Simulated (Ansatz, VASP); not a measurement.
**Two plane-wave programs on Sc2GeTe4**

```
Sc Ge Te
1.0
     7.43000   -2.01000    0.00000
     7.43000    2.01000    0.00000
    -3.16885    0.00000    6.21923
Sc Ge Te
2 1 4
Direct
  0.74000 0.74000 0.72000
  0.26000 0.26000 0.28000
  0.00000 0.00000 0.00000
  0.12000 0.12000 0.45000
  0.88000 0.88000 0.55000
  0.63500 0.63500 0.97500
  0.36500 0.36500 0.02500
```

Alike in both runs: task relaxation of cell and atoms; functional PBE; k mesh 4 × 4 × 3; occupations gaussian, width 0.2 eV; no spin polarisation.

```csv
,VASP,Ansatz
version,VASP 6.6.1,Ansatz 0.2.0
potentials or method,"VASP PAW PBE potentials, release 64 (Sc_sv, Ge_d, Te), cutoff 600 eV","scalar-relativistic, plane waves, PAW"
valence electrons in the cell,60,100
```

Ansatz gave:

| Item | Value |
| --- | --- |
| gap on the k mesh at the Fermi level, each at its own relaxed structure (eV) | 0.47 |
| relaxed volume (Å³/atom) | 30.23 |
| relaxed length of the cell vector where the two differ most in proportion (Å) | 7.230 |

**Question.** What did VASP give for the same quantities?

**Answer.** gap on the k mesh at the Fermi level, each at its own relaxed structure (eV): 0.48; relaxed volume (Å³/atom): 30.29; relaxed length of the cell vector where the two differ most in proportion (Å): 7.279.

VASP's potentials hold 60 valence electrons a cell and Ansatz's 100, so a difference there can come from the potentials and not from the codes.

Neither program's run includes spin-orbit coupling.
